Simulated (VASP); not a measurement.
# ZnO (P6_3mc) in VASP: further runs

ZnO is run at these levels: PBEsol; tasks: single point.

Everything below comes from runs of VASP 6.6.1. Logs are shortened: lines on timing, memory, paths and dates and some standing lists are left out, and cuts for length are marked.

## (1) The cell of the first run

Symmetry: P6_3mc, No. 186, hexagonal system. The conventional cell has a = 3.202 Å, b = 3.202 Å, c = 5.169 Å, α = 90.00°, β = 90.00°, γ = 120.00°. Zn (site symmetry 3m) has 4 O at 1.95 to 1.96 Å within 2.6 Å. O (site symmetry 3m) has 4 Zn at 1.95 to 1.96 Å within 2.6 Å.

## (2) Single point, PBEsol

Contents of INCAR:

```
ALGO = Normal
EDIFF = 1E-6
ENCUT = 1340
GGA = PS
GGA_COMPAT = F
ISIF = 2
ISMEAR = 0
LASPH = T
LCHARG = F
LREAL = F
LWAVE = F
NBANDS = 26
NELM = 120
PREC = Accurate
SIGMA = 0.01
```

Contents of KPOINTS:

```
k-points
0
Gamma
  8 8 4
```

Contents of POSCAR:

```
ZnO
1.0
    3.2023853042      0.0000000000      0.0000000000
   -1.6011926521      2.7733470262      0.0000000000
    0.0000000000      0.0000000000      5.1687311157
Zn O
2 2
Direct
    0.3333333333      0.6666666667      0.5000270573
    0.6666666667      0.3333333333      0.0000270573
    0.6666666667      0.3333333333      0.3789829427
    0.3333333333      0.6666666667      0.8789829427
```

Potentials or basis: VASP PAW PBE potentials, release 64 (Zn, O_h).

Command:

```console
cat potpaw_PBE.64/Zn/POTCAR potpaw_PBE.64/O_h/POTCAR > POTCAR
mpirun -np 1 vasp_std > vasp.out
```

OUTCAR:

```text
EDIFF = 1E-6
   ENCUT = 1340
   GGA = PS
   ISIF = 2
   ISMEAR = 0
   LASPH = T
   LREAL = F
   NELM = 120
   PREC = Accurate

 ion  position               nearest neighbor table
   1  0.333  0.667  0.500-   3 1.95   3 1.95   3 1.95   4 1.96
   2  0.667  0.333  0.000-   4 1.95   4 1.95   4 1.95   3 1.96
   3  0.667  0.333  0.379-   1 1.95   1 1.95   1 1.95   2 1.96
   4  0.333  0.667  0.879-   2 1.95   2 1.95   2 1.95   1 1.96

  LATTYP: Found a hexagonal cell.
 ALAT       =     3.2023853042
 C/A-ratio  =     1.6140253669

  Lattice vectors:

 A1 = (   3.2023853042,   0.0000000000,   0.0000000000)
 A2 = (  -1.6011926521,   2.7733470262,   0.0000000000)
 A3 = (   0.0000000000,   0.0000000000,   5.1687311157)

Analysis of symmetry for initial positions (statically):
=====================================================================
 Subroutine PRICEL returns:
 Original cell was already a primitive cell.

 Routine SETGRP: Setting up the symmetry group for a
 hexagonal supercell.

 Subroutine GETGRP returns: Found 12 space group operations
 (whereof  6 operations were pure point group operations)
 out of a pool of 24 trial point group operations.

The static configuration has the point symmetry C_3v.
 The point group associated with its full space group is C_6v.

Analysis of symmetry for dynamics (positions and initial velocities):
=====================================================================
 Subroutine PRICEL returns:
 Original cell was already a primitive cell.

 Routine SETGRP: Setting up the symmetry group for a
 hexagonal supercell.

 Subroutine GETGRP returns: Found 12 space group operations
 (whereof  6 operations were pure point group operations)
 out of a pool of 24 trial point group operations.

The dynamic configuration has the point symmetry C_3v.
 The point group associated with its full space group is C_6v.

 Subroutine INISYM returns: Found 12 space group operations
 (whereof  6 operations are pure point group operations),
 and found     1 'primitive' translations

----------------------------------------------------------------------------------------

                                     Primitive cell

  volume of cell :      45.9052

  direct lattice vectors                    reciprocal lattice vectors
     3.202385304  0.000000000  0.000000000     0.312267234  0.180287571  0.000000000
    -1.601192652  2.773347026  0.000000000     0.000000000  0.360575143  0.000000000
     0.000000000  0.000000000  5.168731116     0.000000000  0.000000000  0.193471082

  length of vectors
     3.202385304  3.202385304  5.168731116     0.360575143  0.360575143  0.193471082

  position of ions in fractional coordinates (direct lattice)
     0.333333333  0.666666667  0.500027057
     0.666666667  0.333333333  0.000027057
     0.666666667  0.333333333  0.378982943
     0.333333333  0.666666667  0.878982943

  ion indices of the primitive-cell ions
   primitive index   ion index
                 1           1
                 2           2
                 3           3
                 4           4

----------------------------------------------------------------------------------------

 KPOINTS: k-points

Automatic generation of k-mesh.
 Grid dimensions read from file:
 generate k-points for:    8    8    4

 Generating k-lattice:

  Cartesian coordinates                     Fractional coordinates (reciprocal lattice)
     0.039033404  0.022535946  0.000000000     0.125000000  0.000000000  0.000000000
     0.000000000  0.045071893  0.000000000     0.000000000  0.125000000  0.000000000
     0.000000000  0.000000000  0.048367770     0.000000000  0.000000000  0.250000000

  Length of vectors
     0.045071893  0.045071893  0.048367770

  Shift w.r.t. Gamma in fractional coordinates (k-lattice)
     0.000000000  0.000000000  0.000000000

 Subroutine IBZKPT returns following result:
 ===========================================

 Found     30 irreducible k-points:

 Following reciprocal coordinates:
            Coordinates               Weight
  0.000000  0.000000  0.000000      1.000000
  0.125000  0.000000  0.000000      6.000000
  0.250000  0.000000  0.000000      6.000000
  0.375000  0.000000  0.000000      6.000000
  0.500000  0.000000  0.000000      3.000000
  0.125000  0.125000  0.000000      6.000000
[... 16 lines left out ...]
  0.250000  0.000000  0.500000      6.000000
  0.375000  0.000000  0.500000      6.000000
 [... further k-points ...]
   k-points           NKPTS =     30   k-points in BZ     NKDIM =     30   number of bands    NBANDS=     26
   number of dos      NEDOS =    301   number of ions     NIONS =      4
   total plane-waves  NPLWV = 102400
   dimension x,y,z NGX =    40 NGY =   40 NGZ =   64
   dimension x,y,z NGXF=    80 NGYF=   80 NGZF=  128
   ions per type =               2   2
   NGX,Y,Z   is equivalent  to a cutoff of  20.77, 20.77, 20.58 a.u.
   NGXF,Y,Z  is equivalent  to a cutoff of  41.53, 41.53, 41.17 a.u.
 SYSTEM =  unknown system
   PREC   = accura    normal or accurate (medium, high low for compatibility)
   ISTART =      0    job   : 0-new  1-cont  2-samecut
   ICHARG =      2    charge: 1-file 2-atom 10-const
   ISPIN  =      1    spin polarized calculation?
   LNONCOLLINEAR =      F non collinear calculations
   LSORBIT =      F    spin-orbit coupling
   LASPH  =      T    aspherical Exc in radial PAW
   ENCUT  = 1340.0 eV  98.49 Ry    9.92 a.u.   9.56  9.56 15.43*2*pi/ulx,y,z
   NELM   =    120;   NELMIN=  2; NELMDL= -5     # of ELM steps
   EDIFF  = 0.1E-05   stopping-criterion for ELM
   LREAL  =      F    real-space projection
   EDIFFG = 0.1E-04   stopping-criterion for IOM
   NSW    =      0    number of steps for IOM
   IBRION =     -1    ionic relax: 0-MD 1-quasi-New 2-CG
   NFREE  =      0    steps in history (QN), initial steepest desc. (CG)
   ISIF   =      2    stress and relaxation
   ISYM   =      2    0-nonsym 1-usesym 2-fastsym
   POTIM  = 0.5000    time-step for ionic-motion
   TEBEG  =    0.0;   TEEND  =   0.0 temperature during run
   PSTRESS=    0.0 pullay stress
   NELECT =      36.0000    total number of electrons
   NUPDOWN=      -1.0000    fix difference up-down
   EMIN   =  10.00;   EMAX   =-10.00  energy-range for DOS
   EFERMI =   0.00;   METHOD = LEGACY
   ISMEAR =     0;   SIGMA  =   0.01  broadening in eV -4-tet -1-fermi 0-gaus
   EFERMI_NEDOS =   21; number of points for ismear=-14 and -15
   IALGO  =     38    algorithm
   IMIX   =      4    mixing-type and parameters
     AMIX     =   0.40;   BMIX     =  1.00
     AMIX_MAG =   1.60;   BMIX_MAG =  1.00
  volume/ion in A,a.u.               =      11.48        77.45
  Fermi-wavevector in a.u.,A,eV,Ry     =   1.509692  2.852905 31.009999  2.279171
  Thomas-Fermi vector in A             =   2.619981
   LORBIT       =      0    0 simple, 1 ext, 2 COOP (PROOUT), +10 PAW based schemes
   GGA     = PS    functional components
   LHFCALC =     F    Hartree Fock is set to
   AEXX    =    0.0000 exact exchange contribution
   IVDW    =     0    specifies the selected vdW correction
   LEPSILON=     F    determine dielectric tensor
   LRPA    =     F    only Hartree local field effects (RPA)
 non-spin polarized calculation
 Gauss-broadening in eV      SIGMA  =   0.01
  energy-cutoff  :     1340.00
  volume of cell :       45.91
 maximum number of plane-waves:      5179
 NGX is ok and might be reduce to    40
   NGX = 19   NGY = 19   NGZ = 31

 number of electron      35.9999998 magnetization

 Free energy of the ion-electron system (eV)
  ---------------------------------------------------
  ext. energy  EPLUGINS =         0.00000000
  ---------------------------------------------------
  free energy    TOTEN  =       -19.39952548 eV

  energy without entropy =      -19.39952548  energy(sigma->0) =      -19.39952548

 E-fermi :   1.7822     XC(G=0): -11.3858

 val. band max:        1.7245052538   @ k =   0.0000   0.0000   0.0000
 cond. band min:       2.4536206474   @ k =   0.0000   0.0000   0.0000
 fundamental gap:      0.7291153936
 Fermi energy:         1.7821530444

 k-point     1 :       0.0000    0.0000    0.0000
  band No.  band energies     occupation
      1     -16.6241      2.00000
      2     -15.8264      2.00000
      3      -4.2968      2.00000
      4      -4.1814      2.00000
      5      -4.1814      2.00000
      6      -4.1346      2.00000
[... 18 lines left out ...]
     25      16.0197      0.00000
     26      16.0197      0.00000

 k-point     2 :       0.1250    0.0000    0.0000
  band No.  band energies     occupation
      1     -16.5305      2.00000
      2     -15.7849      2.00000
      3      -4.3046      2.00000
      4      -4.1497      2.00000
      5      -4.1299      2.00000
      6      -4.0847      2.00000
[... 18 lines left out ...]
     25      15.9965      0.00000
     26      16.1996      0.00000

 k-point     3 :       0.2500    0.0000    0.0000
  band No.  band energies     occupation
      1     -16.2885      2.00000
      2     -15.6919      2.00000
      3      -4.5011      2.00000
      4      -4.1194      2.00000
      5      -4.0178      2.00000
      6      -3.9178      2.00000
[... 18 lines left out ...]
     25      15.1921      0.00000
     26      16.0557      0.00000

 k-point     4 :       0.3750    0.0000    0.0000
  band No.  band energies     occupation
      1     -16.0083      2.00000
      2     -15.6236      2.00000
      3      -4.5683      2.00000
      4      -4.2187      2.00000
      5      -3.9340      2.00000
      6      -3.7011      2.00000
[... 18 lines left out ...]
     25      15.1312      0.00000
     26      16.0201      0.00000
[... 496 lines left out ...]
      1     -16.1670      2.00000
      2     -16.1670      2.00000
      3      -4.5141      2.00000
      4      -4.5141      2.00000
      5      -4.0608      2.00000
      6      -4.0608      2.00000
[... 18 lines left out ...]
     25      15.1250      0.00000
     26      15.1250      0.00000

 k-point    23 :       0.2500    0.0000    0.5000
  band No.  band energies     occupation
      1     -15.9915      2.00000
      2     -15.9915      2.00000
      3      -4.6249      2.00000
      4      -4.6249      2.00000
      5      -3.9195      2.00000
      6      -3.9195      2.00000
[... 18 lines left out ...]
     25      15.3784      0.00000
     26      15.3784      0.00000

 k-point    24 :       0.3750    0.0000    0.5000
  band No.  band energies     occupation
      1     -15.8090      2.00000
      2     -15.8090      2.00000
      3      -4.6966      2.00000
      4      -4.6966      2.00000
      5      -3.7300      2.00000
      6      -3.7300      2.00000
[... 18 lines left out ...]
     25      15.5094      0.00000
     26      15.5094      0.00000

 [... further k-points ...]

------------------------ aborting loop because EDIFF is reached ----------------------------------------

  FORCE on cell =-STRESS in cart. coord.  units (eV):
  Direction    XX          YY          ZZ          XY          YZ          ZX
  --------------------------------------------------------------------------------------
  -------------------------------------------------------------------------------------
  Total        1.4116176      1.4116176      1.4163931      0.0000000      0.0000000      0.0000000
  in kB       49.2681112     49.2681112     49.4347842      0.0000000      0.0000000      0.0000000
  external PRESSURE =      49.3236689 kB  Pullay stress =       0.0000000 kB

 VOLUME and BASIS-vectors are now :
 -----------------------------------------------------------------------------
  energy-cutoff  :     1340.00
  volume of cell :       45.91
      direct lattice vectors                 reciprocal lattice vectors
     3.202385304  0.000000000  0.000000000     0.312267234  0.180287571  0.000000000
    -1.601192652  2.773347026  0.000000000     0.000000000  0.360575143  0.000000000
     0.000000000  0.000000000  5.168731116     0.000000000  0.000000000  0.193471082

 POSITION                                       TOTAL-FORCE (eV/Angst)
 -----------------------------------------------------------------------------------
     -0.00000      1.84890      2.58451        -0.000000     -0.000000      0.001005
      1.60119      0.92445      0.00014        -0.000000      0.000000      0.001005
      1.60119      0.92445      1.95886        -0.000000      0.000000     -0.001005
     -0.00000      1.84890      4.54323         0.000000      0.000000     -0.001005
 -----------------------------------------------------------------------------------
    total drift:                                0.000000     -0.000000     -0.000129

  FREE ENERGIE OF THE ION-ELECTRON SYSTEM (eV)
  ---------------------------------------------------
  free  energy   TOTEN  =       -19.3995254827 eV

  energy  without entropy=      -19.3995254827  energy(sigma->0) =      -19.39952548
```

Wall time 1.7 min (1 thread of Intel Xeon Platinum 8375C at 2.90GHz (Ice Lake), shared host); peak memory 0.38 GiB.

What came out:

```yaml
Free_energy: -19.3995 eV
Pressure: 4.9 GPa
Band_gap_on_the_k_mesh: 0.73 eV
```

Levels at points of the mesh, in eV from the valence-band top:
| k point | band 15 | band 16 | band 17 | band 18 | band 19 | band 20 | band 21 | band 22 |
| --- | --- | --- | --- | --- | --- | --- | --- | --- |
| (0.00, 0.00, 0.00) | -0.84 | -0.10 | 0.00 | 0.00 | 0.73 | 5.25 | 8.19 | 12.96 |
| (0.50, 0.00, 0.00) | -2.96 | -2.41 | -1.37 | -0.89 | 5.84 | 6.75 | 7.46 | 8.69 |
| (0.00, 0.00, 0.50) | -0.42 | -0.42 | -0.42 | -0.42 | 3.44 | 3.44 | 10.06 | 10.06 |
| (0.50, 0.00, 0.50) | -1.60 | -1.60 | -1.46 | -1.46 | 5.62 | 5.62 | 8.55 | 8.55 |

Caveat: the cell stands under pressure; semilocal functionals underestimate gaps, and a narrow one can read as zero; the PAW data sets were made with another functional, which shifts forces and pressure a little.

[end of part 1 of 2]
